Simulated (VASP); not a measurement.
Input of a VASP 6.6.1 run:

The input INCAR:

```
SYSTEM = Co
  ALGO = Normal
  EDIFF = 1E-6
  ENCUT = 600
  GGA = RP
  GGA_COMPAT = .False.
  ISIF = 2
  ISMEAR = -1
  LASPH = .True.
  LCHARG = .False.
  LREAL = .False.
  LWAVE = .False.
  NBANDS = 10
  NELM = 120
  PREC = Accurate
  SIGMA = 0.1
```

File KPOINTS:

```
k-points
0
Gamma
  17 17 17
  0 0 0
```

Contents of POSCAR:

```
Co
1.0
    0.0000000000      1.7192275212      1.7192275212
    1.7192275212      0.0000000000      1.7192275212
    1.7192275212      1.7192275212      0.0000000000
Co
1
Direct
    0.0000000000      0.0000000000      0.0000000000
```

Potentials or basis: VASP PAW PBE potentials, release 64 (Co).

Run with:

```console
$ cat potpaw_PBE.64/Co/POTCAR > POTCAR
$ mpirun -np 1 vasp_std > vasp.out
```

Problem. Estimate the pressure.

Solution. 9.6 GPa.

Caveat: the PAW data sets were made with another functional, which shifts forces and pressure a little; the run has no spin polarisation, though such a crystal can be magnetic. Spin polarisation is off, so any magnetic state and its effect on volume and gap are missing.
